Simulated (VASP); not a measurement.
# MoH5 (F-43m) in VASP: relaxation of cell and atoms with PBE

Aim: the relaxation of cell and atoms of MoH5 with PBE.

Everything below comes from runs of VASP 6.6.1. Logs are shortened: lines on timing, memory, paths and dates and some standing lists are left out, and cuts for length are marked.

**1. The cell of the first run**

It takes space group F-43m (No. 216, cubic). Conventional cell: a = 4.871 Å, b = 4.871 Å, c = 4.871 Å, α = 90.00°, β = 90.00°, γ = 90.00°. Within 2.3 Å of H (site symmetry 3m) lie 9 H at 1.70 to 2.02 Å and 3 Mo at 2.02 Å. Within 2.7 Å of H (site symmetry -43m) lie 12 H at 2.02 Å and 4 Mo at 2.11 Å. Mo (site symmetry -43m) has 16 H at 2.02 to 2.11 Å within 2.7 Å.

The cell was generated, and may not be a known phase.

**2. Relaxation of cell and atoms, PBE**

INCAR reads:

```
SYSTEM = MoH5
ALGO = Normal
EDIFF = 1E-6
EDIFFG = -0.01
ENCUT = 600
GGA = PE
IBRION = 2
ISIF = 3
ISMEAR = 0
LASPH = .True.
LCHARG = .False.
LREAL = .False.
LWAVE = .False.
NELM = 60
NSW = 100
PREC = Accurate
SIGMA = 0.1
```

KPOINTS reads:

```
k-points
0
Gamma
  14 14 14
  0 0 0
```

POSCAR reads:

```
MoH5
1.0
    0.0000000000      2.4353047004      2.4353047004
    2.4353047004      0.0000000000      2.4353047004
    2.4353047004      2.4353047004      0.0000000000
H Mo
5 1
Direct
    0.3731972054      0.3731972054      0.8804083839
    0.3731972054      0.8804083839      0.3731972054
    0.8804083839      0.3731972054      0.3731972054
    0.3731972054      0.3731972054      0.3731972054
    0.7500000000      0.7500000000      0.7500000000
    0.0000000000      0.0000000000      0.0000000000
```

Potentials or basis: VASP PAW PBE potentials, release 64 (H, Mo_sv).

The run is started by

```bash
> cat potpaw_PBE.64/H/POTCAR potpaw_PBE.64/Mo_sv/POTCAR > POTCAR
> mpirun -np 1 vasp_std > vasp.out
```

OUTCAR:

```text
SYSTEM = MoH5
   EDIFF = 1E-6
   EDIFFG = -0.01
   ENCUT = 600
   GGA = PE
   IBRION = 2
   ISIF = 3
   ISMEAR = 0
   LASPH = .True.
   LREAL = .False.
   NELM = 60
   NSW = 100
   PREC = Accurate

 ion  position               nearest neighbor table
   1  0.373  0.373  0.880-   6 2.02   6 2.02   6 2.02
   2  0.373  0.880  0.373-   6 2.02   6 2.02   6 2.02
   3  0.880  0.373  0.373-   6 2.02   6 2.02   6 2.02
   4  0.373  0.373  0.373-   6 2.02   6 2.02   6 2.02
   5  0.750  0.750  0.750-   6 2.11   6 2.11   6 2.11   6 2.11
   6  0.000  0.000  0.000-   2 2.02   3 2.02   1 2.02   3 2.02   1 2.02   2 2.02   4 2.02   4 2.02
                             4 2.02   1 2.02   2 2.02   3 2.02   5 2.11   5 2.11   5 2.11   5 2.11

  LATTYP: Found a face centered cubic cell.
 ALAT       =     4.8706094008

  Lattice vectors:

 A1 = (   0.0000000000,   2.4353047004,   2.4353047004)
 A2 = (   2.4353047004,   0.0000000000,   2.4353047004)
 A3 = (   2.4353047004,   2.4353047004,   0.0000000000)

Analysis of symmetry for initial positions (statically):
=====================================================================
 Subroutine PRICEL returns:
 Original cell was already a primitive cell.

 Routine SETGRP: Setting up the symmetry group for a
 face centered cubic supercell.

 Subroutine GETGRP returns: Found 24 space group operations
 (whereof 24 operations were pure point group operations)
 out of a pool of 48 trial point group operations.

The static configuration has the point symmetry T_d .

Analysis of symmetry for dynamics (positions and initial velocities):
=====================================================================
 Subroutine PRICEL returns:
 Original cell was already a primitive cell.

 Routine SETGRP: Setting up the symmetry group for a
 face centered cubic supercell.

 Subroutine GETGRP returns: Found 24 space group operations
 (whereof 24 operations were pure point group operations)
 out of a pool of 48 trial point group operations.

The dynamic configuration has the point symmetry T_d .

 Subroutine INISYM returns: Found 24 space group operations
 (whereof 24 operations are pure point group operations),
 and found     1 'primitive' translations

----------------------------------------------------------------------------------------

                                     Primitive cell

  volume of cell :      28.8862

  direct lattice vectors                    reciprocal lattice vectors
     0.000000000  2.435304700  2.435304700    -0.205313117  0.205313117  0.205313117
     2.435304700  0.000000000  2.435304700     0.205313117 -0.205313117  0.205313117
[... 113 lines left out ...]
     AMIX_MAG =   1.60;   BMIX_MAG =  1.00
  volume/ion in A,a.u.               =       4.81        32.49
  Fermi-wavevector in a.u.,A,eV,Ry     =   1.423736  2.690470 27.579329  2.027024
  Thomas-Fermi vector in A             =   2.544302
   LORBIT       =      0    0 simple, 1 ext, 2 COOP (PROOUT), +10 PAW based schemes
   GGA     = PE    functional components
   LHFCALC =     F    Hartree Fock is set to
   AEXX    =    0.0000 exact exchange contribution
   IVDW    =     0    specifies the selected vdW correction
   LEPSILON=     F    determine dielectric tensor
   LRPA    =     F    only Hartree local field effects (RPA)
 conjugate gradient relaxation of ions
 non-spin polarized calculation
 Gauss-broadening in eV      SIGMA  =   0.10
  energy-cutoff  :      600.00
  volume of cell :       28.89
 maximum number of plane-waves:       982
   NGX = 13   NGY = 13   NGZ = 13

--------------------------------------- Ionic step        1  -------------------------------------------

 number of electron      19.0000001 magnetization

 Free energy of the ion-electron system (eV)
  ---------------------------------------------------
  ext. energy  EPLUGINS =         0.00000000
  ---------------------------------------------------
  free energy    TOTEN  =       -24.03388765 eV

  energy without entropy =      -24.02148522  energy(sigma->0) =      -24.02768644

------------------------ aborting loop because EDIFF is reached ----------------------------------------

  FORCE on cell =-STRESS in cart. coord.  units (eV):
  Direction    XX          YY          ZZ          XY          YZ          ZX
  --------------------------------------------------------------------------------------
  -------------------------------------------------------------------------------------
  Total        0.1546117      0.1546117      0.1546117      0.0000000      0.0000000      0.0000000
  in kB        8.5755723      8.5755723      8.5755723      0.0000000      0.0000000      0.0000000
  external PRESSURE =       8.5755723 kB  Pullay stress =       0.0000000 kB
[... 147 lines left out ...]
--------------------------------------- Ionic step        5  -------------------------------------------

 number of electron      19.0000001 magnetization

 Free energy of the ion-electron system (eV)
  ---------------------------------------------------
  ext. energy  EPLUGINS =         0.00000000
  ---------------------------------------------------
  free energy    TOTEN  =       -24.03450540 eV

  energy without entropy =      -24.02189610  energy(sigma->0) =      -24.02820075

 E-fermi :   8.7019     XC(G=0): -12.4039

 val. band max:        8.6774231710   @ k =  -0.3571   0.2143   0.0714
 cond. band min:       8.7116268051   @ k =   0.4286   0.4286   0.0000
 fundamental gap:      0.0342036340
 Fermi energy:         8.7018896704

 k-point     1 :       0.0000    0.0000    0.0000
  band No.  band energies     occupation
      1     -53.0545      2.00000
      2     -27.0651      2.00000
      3     -27.0651      2.00000
      4     -27.0651      2.00000
      5      -4.9366      2.00000
      6       5.0582      2.00000
      7       5.0582      2.00000
      8       5.0582      2.00000
      9       7.5986      2.00000
     10       7.6593      2.00000
     11       7.6593      2.00000
     12      11.8105      0.00000
     13      11.8105      0.00000
[... 354 lines left out ...]
  band No.  band energies     occupation
      1     -53.0418      2.00000
      2     -27.1896      2.00000
      3     -27.0975      2.00000
      4     -27.0948      2.00000
      5      -3.4244      2.00000
      6       2.4043      2.00000
      7       4.2256      2.00000
      8       5.2646      2.00000
      9       6.2981      2.00000
     10       8.0813      2.00000
     11       9.9002      0.00000
     12      12.0151      0.00000
     13      12.5274      0.00000

 [... further k-points ...]
[... 5 lines left out ...]
  --------------------------------------------------------------------------------------
  -------------------------------------------------------------------------------------
  Total        0.0029168      0.0029168      0.0029168      0.0000000     -0.0000000      0.0000000
  in kB        0.1609584      0.1609584      0.1609584      0.0000000     -0.0000000      0.0000000
  external PRESSURE =       0.1609584 kB  Pullay stress =       0.0000000 kB
[... 21 lines left out ...]
  FREE ENERGIE OF THE ION-ELECTRON SYSTEM (eV)
  ---------------------------------------------------
  free  energy   TOTEN  =       -24.0345054002 eV

  energy  without entropy=      -24.0218961039  energy(sigma->0) =      -24.02820075

 reached required accuracy - stopping structural energy minimisation
```

OSZICAR:

```text
N       E                     dE             d eps       ncg     rms          rms(c)
DAV:   1     0.122576703069E+03    0.12258E+03   -0.10977E+04  2704   0.156E+03
DAV:   2    -0.232970267651E+02   -0.14587E+03   -0.14328E+03  3199   0.381E+02
DAV:   3    -0.268499326455E+02   -0.35529E+01   -0.34616E+01  3429   0.544E+01
[... 29 lines left out ...]
       N       E                     dE             d eps       ncg     rms          rms(c)
DAV:   1    -0.240345084789E+02   -0.48280E-04   -0.57622E-03  2704   0.627E-01    0.436E-02
DAV:   2    -0.240345077502E+02    0.72874E-06   -0.18541E-04  3264   0.116E-01    0.128E-02
DAV:   3    -0.240345055974E+02    0.21527E-05   -0.11816E-05  2979   0.222E-02    0.965E-03
DAV:   4    -0.240345054002E+02    0.19726E-06   -0.27485E-06  2499   0.163E-02
   5 F= -.24034505E+02 E0= -.24028201E+02  d E =-.122901E-03
```

Run time: 2.2 min. Hardware: 1 thread of Intel Xeon Platinum 8259CL at 2.50GHz (Skylake/Cascade Lake), shared host; peak memory 0.2 GiB.

What came out:

| Item | Value |
| --- | --- |
| Free energy | -24.0345 eV |
| Relaxed volume | 4.84 Å³/atom |
| Relaxed cell | a = 3.450 Å, b = 3.450 Å, c = 3.450 Å, α = 60.00°, β = 60.00°, γ = 60.00° |
| Space group after relaxing (to 0.1 Å) | F-43m (No. 216) |
| Energy gained by relaxing | 0.1 meV/atom |
| Ionic steps | 5 |
| Pressure after relaxing | 0.0 GPa |
| Band gap on the k mesh | zero (an odd number of electrons rules out a gap without spin polarisation) |

The path:
```tsv
step	energy change (eV)	largest force (eV/Å)	pressure (GPa)	volume (Å³)
1	0.0000	0.0245	0.86	28.89
2	-0.0004	0.0209	0.16	28.99
3	-0.0005	0.0194	-0.14	29.04
4	-0.0006	0.0120	-0.12	29.04
5	-0.0006	0.0007	0.02	29.03
```

Final structure:
```
H Mo
1.0
     0.00000    2.43945    2.43945
     2.43945    0.00000    2.43945
     2.43945    2.43945    0.00000
H Mo
5 1
Direct
  0.37262 0.37262 0.88215
  0.37262 0.88215 0.37262
  0.88215 0.37262 0.37262
  0.37262 0.37262 0.37262
  0.75000 0.75000 0.75000
  0.00000 0.00000 0.00000
```

Caveat: an odd number of electrons without spin polarisation forces a metal; a magnetic or distorted state may lie lower.

The gap in the log of VASP goes by the Fermi energy; the results here count the filled bands.